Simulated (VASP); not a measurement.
Co, 1 atom in the cell. It takes space group Im-3m (No. 229, cubic). The conventional cell has a = 2.860 Å, b = 2.860 Å, c = 2.860 Å, α = 90.00°, β = 90.00°, γ = 90.00°. Co (site symmetry m-3m) has 14 Co at 2.48 to 2.86 Å within 3.3 Å. This isn't the form of Co at room conditions, which is hcp.

- Program: VASP 6.6.1
- Task: single point
- Functional: PBE
- Potentials or basis: VASP PAW PBE potentials, release 64 (Co_sv)
- Cutoff: 690 eV
- k mesh: 13 × 13 × 13
- Occupations: fermi-dirac, width 0.05 eV
- Spin: collinear spin, ferromagnetic start
- Starting moments: [2.0] μB
- Dipole correction: no
- Further INCAR settings: ALGO = Normal; EDIFF = 1e-06; NBANDS = 18

Potentials or basis: VASP PAW PBE potentials, release 64 (Co_sv).

Run with:

```bash
$ cat potpaw_PBE.64/Co_sv/POTCAR > POTCAR
$ mpirun -np 1 vasp_std > vasp.out
```

Hardware: 1 thread of Intel(R) Xeon(R) Platinum 8259CL CPU @ 2.50GHz (Skylake/Cascade Lake), with other jobs on the host.

**Question.** Estimate the wall time of this run.

**Answer.** Run time: 42 s on 1 thread of Intel(R) Xeon(R) Platinum 8259CL CPU @ 2.50GHz (Skylake/Cascade Lake), on a shared host, peak memory 0.17 GiB. Counts: scf iterations 14, k points 84.
